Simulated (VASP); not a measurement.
# BiH4 (P4/mmm) in VASP: a series of runs, part 4 of 4

VASP 6.6.1. The steps go on from the part before.

**6. Relaxation of cell and atoms, PBE**

INCAR reads:

```
  PREC = Accurate
  ENCUT = 600
  EDIFF = 1E-6
  ISMEAR = 0
  SIGMA = 0.1
  LREAL = F
  LASPH = T
  NELM = 80
  ALGO = Normal
  ISIF = 3
  LWAVE = F
  LCHARG = F
  GGA = PE
  IBRION = 2
  NSW = 100
  EDIFFG = -0.01
```

KPOINTS reads:

```
Automatic mesh
0
Gamma
  12 12 8
```

POSCAR reads:

```
BiH4
1.0
    3.3082122969      0.0000000000      0.0000000000
    0.0000000000      3.3082122969      0.0000000000
    0.0000000000      0.0000000000      4.3946181727
Bi H
1 4
Direct
    0.0000000000      0.0000000000      0.0000000000
    0.0000000000      0.0000000000      0.5000000000
    0.5000000000      0.5000000000      0.0000000000
    0.0000000000      0.5000000000      0.5000000000
    0.5000000000      0.0000000000      0.5000000000
```

Potentials or basis: VASP PAW PBE potentials, release 64 (Bi_d, H).

The run is started by

```bash
$ cat potpaw_PBE.64/Bi_d/POTCAR potpaw_PBE.64/H/POTCAR > POTCAR
$ mpirun -np 1 vasp_std > vasp.out
```

OUTCAR:

```text
PREC = Accurate
   ENCUT = 600
   EDIFF = 1E-6
   ISMEAR = 0
   LREAL = F
   LASPH = T
   NELM = 80
   ISIF = 3
   GGA = PE
   IBRION = 2
   NSW = 100
   EDIFFG = -0.01

 ion  position               nearest neighbor table
   1  0.000  0.000  0.000-   2 2.20   2 2.20   3 2.34   3 2.34   3 2.34   3 2.34
   2  0.000  0.000  0.500-   1 2.20   1 2.20
   3  0.500  0.500  0.000-   1 2.34   1 2.34   1 2.34   1 2.34
   4  0.000  0.500  0.500-
   5  0.500  0.000  0.500-

  LATTYP: Found a simple tetragonal cell.
 ALAT       =     3.3082122969
 C/A-ratio  =     1.3283966621

  Lattice vectors:

 A1 = (   3.3082122969,   0.0000000000,   0.0000000000)
 A2 = (   0.0000000000,   3.3082122969,   0.0000000000)
 A3 = (   0.0000000000,   0.0000000000,   4.3946181727)

Analysis of symmetry for initial positions (statically):
=====================================================================
 Subroutine PRICEL returns:
 Original cell was already a primitive cell.

 Routine SETGRP: Setting up the symmetry group for a
 simple tetragonal supercell.

 Subroutine GETGRP returns: Found 16 space group operations
 (whereof 16 operations were pure point group operations)
 out of a pool of 16 trial point group operations.
[... 364 lines left out ...]
--------------------------------------- Ionic step        6  -------------------------------------------

 number of electron      19.0000001 magnetization

 Free energy of the ion-electron system (eV)
  ---------------------------------------------------
  ext. energy  EPLUGINS =         0.00000000
  ---------------------------------------------------
  free energy    TOTEN  =       -12.41307192 eV

  energy without entropy =      -12.40763279  energy(sigma->0) =      -12.41035235

 E-fermi :   5.0715     XC(G=0):  -9.9187

 val. band max:        5.0516664637   @ k =   0.3333   0.3333   0.0000
 cond. band min:       5.0931354714   @ k =   0.1667   0.0833   0.5000
 fundamental gap:      0.0414690077
 Fermi energy:         5.0714821854

 k-point     1 :       0.0000    0.0000    0.0000
  band No.  band energies     occupation
      1     -18.5386      2.00000
      2     -18.4434      2.00000
      3     -18.2727      2.00000
      4     -18.2727      2.00000
      5     -18.2596      2.00000
      6      -8.8378      2.00000
      7      -0.5949      2.00000
      8       2.9051      2.00000
      9       4.8866      1.99108
     10       5.9698      0.00000
     11       7.2986      0.00000
     12       7.2986      0.00000
     13       9.9687      0.00000
[... 354 lines left out ...]
  band No.  band energies     occupation
      1     -18.4061      2.00000
      2     -18.3360      2.00000
      3     -18.3267      2.00000
      4     -18.3213      2.00000
      5     -18.2406      2.00000
      6      -5.8617      2.00000
      7      -0.4979      2.00000
      8       1.4083      2.00000
      9       2.2556      2.00000
     10       4.0172      2.00000
     11       5.6742      0.00000
     12       6.2694      0.00000
     13       7.5985      0.00000

 [... further k-points ...]

------------------------ aborting loop because EDIFF is reached ----------------------------------------

  FORCE on cell =-STRESS in cart. coord.  units (eV):
  Direction    XX          YY          ZZ          XY          YZ          ZX
  --------------------------------------------------------------------------------------
  -------------------------------------------------------------------------------------
  Total       -0.0096940     -0.0096940     -0.0475957      0.0000000      0.0000000     -0.0000000
  in kB       -0.3207595     -0.3207595     -1.5748770      0.0000000      0.0000000     -0.0000000
  external PRESSURE =      -0.7387986 kB  Pullay stress =       0.0000000 kB
[... 20 lines left out ...]
  FREE ENERGIE OF THE ION-ELECTRON SYSTEM (eV)
  ---------------------------------------------------
  free  energy   TOTEN  =       -12.4130719190 eV

  energy  without entropy=      -12.4076327894  energy(sigma->0) =      -12.41035235

 reached required accuracy - stopping structural energy minimisation
```

OSZICAR:

```text
N       E                     dE             d eps       ncg     rms          rms(c)
DAV:   1     0.132549846493E+03    0.13255E+03   -0.10381E+04  3648   0.169E+03
DAV:   2    -0.420026666713E+01   -0.13675E+03   -0.13470E+03  3850   0.395E+02
[... 40 lines left out ...]
   5 F= -.12412958E+02 E0= -.12410229E+02  d E =-.192129E-02
       N       E                     dE             d eps       ncg     rms          rms(c)
DAV:   1    -0.124138719170E+02   -0.91453E-03   -0.21378E-02  4270   0.241E+00    0.131E-01
DAV:   2    -0.124131929433E+02    0.67897E-03   -0.19439E-03  4215   0.670E-01    0.610E-02
DAV:   3    -0.124130780847E+02    0.11486E-03   -0.34013E-04  4667   0.304E-01    0.188E-02
DAV:   4    -0.124130711906E+02    0.68941E-05   -0.35127E-05  4975   0.745E-02    0.608E-03
DAV:   5    -0.124130719190E+02   -0.72842E-06   -0.46996E-06  3477   0.231E-02
   6 F= -.12413072E+02 E0= -.12410352E+02  d E =-.114339E-03
```

CONTCAR:

```text
BiH4
   1.00000000000000
     3.3278360601583037    0.0000000000000000    0.0000000000000000
    -0.0000000000000000    3.3278360601583037    0.0000000000000000
     0.0000000000000000    0.0000000000000000    4.3722827941704141
  Bi              H
     1     4
Direct
     0.0000000000000000    1.0000000000000000    1.0000000000000000
     0.0000000000000000    1.0000000000000000    0.5000000000000000
     0.5000000000000000    0.5000000000000000    0.0000000000000000
     0.0000000000000000    0.5000000000000000    0.5000000000000000
     0.5000000000000000    1.0000000000000000    0.5000000000000000

  0.00000000E+00  0.00000000E+00  0.00000000E+00
  0.00000000E+00  0.00000000E+00  0.00000000E+00
  0.00000000E+00  0.00000000E+00  0.00000000E+00
  0.00000000E+00  0.00000000E+00  0.00000000E+00
  0.00000000E+00  0.00000000E+00  0.00000000E+00
```

It took 3.1 min on 1 thread of Intel Xeon Platinum 8488C (Sapphire Rapids), shared host; peak memory 0.26 GiB.

What came out:

```yaml
Free_energy: -12.4131 eV
Relaxed_volume: 9.68 Å³/atom
Relaxed_cell: a = 3.328 Å, b = 3.328 Å, c = 4.372 Å, α = 90.00°, β = 90.00°, γ = 90.00°
Space_group_after_relaxing_to_0.1_Å: P4/mmm (No. 123)
Energy_gained_by_relaxing: 0.4 meV/atom
Ionic_steps: 6
Pressure_after_relaxing: -0.1 GPa
Band_gap_on_the_k_mesh: zero (an odd number of electrons rules out a gap without spin polarisation)
```

Stress tensor (GPa, compression positive):
```
-0.03  0.00  0.00
 0.00 -0.03  0.00
 0.00  0.00 -0.16
```

The path:
| step | energy change (eV) | largest force (eV/Å) | pressure (GPa) | volume (Å³) |
| --- | --- | --- | --- | --- |
| 1 | 0.0000 | 0.0000 | 0.39 | 48.10 |
| 2 | -0.0012 | 0.0000 | 0.20 | 48.26 |
| 3 | -0.0019 | 0.0000 | -0.27 | 48.58 |
| 4 | -0.0019 | 0.0000 | -0.21 | 48.52 |
| 5 | -0.0019 | 0.0000 | -0.18 | 48.50 |
| 6 | -0.0020 | 0.0000 | -0.07 | 48.42 |

Final structure:
```
Bi H
1.0
     3.32784    0.00000    0.00000
     0.00000    3.32784    0.00000
     0.00000    0.00000    4.37228
Bi H
1 4
Cartesian
  0.0000 3.3278 4.3723
  0.0000 3.3278 2.1861
  1.6639 1.6639 0.0000
  0.0000 1.6639 2.1861
  1.6639 3.3278 2.1861
```

Caveat: spin-orbit coupling is left out, which moves the levels of the heavy elements.

**7. Summary**

| task | cell | k mesh | cutoff (eV) | gap on the mesh (eV) | pressure (GPa) | relaxed volume (Å³/atom) |
| --- | --- | --- | --- | --- | --- | --- |
| single point | a = 3.308, b = 3.308, c = 4.395 Å, 5 atoms | 6 × 6 × 4 | 520 | none | -0.1 | - |
| single point | a = 3.466, b = 3.466, c = 5.080 Å, 5 atoms | 6 × 6 × 4 | 520 | none | -8.7 | - |
| relaxation of cell and atoms | relaxed from a = 3.466, b = 3.466, c = 5.080 Å, 5 atoms | 6 × 6 × 4 | 600 | none | 0.3 | 9.59 |
| single point | a = 3.329, b = 3.329, c = 4.368 Å, 5 atoms | 12 × 12 × 8 | 520 | none | -0.2 | - |
| relaxation of cell and atoms | relaxed from a = 3.308, b = 3.308, c = 4.395 Å, 5 atoms | 12 × 12 × 8 | 600 | none | -0.1 | 9.68 |

Alike in all rows: level PBE; potentials or basis VASP PAW PBE potentials, release 64 (Bi_d, H); no spin polarisation; smearing gaussian 0.1 eV.

Caveats: spin-orbit coupling is left out, which moves the levels of the heavy elements; the cell stands under tension (at least some runs); the volume moved by over 15 % at a fixed basis, so the end points are rough (at least some runs).

Total energies depend on the potentials used, so only differences within one code and one set of settings carry meaning.
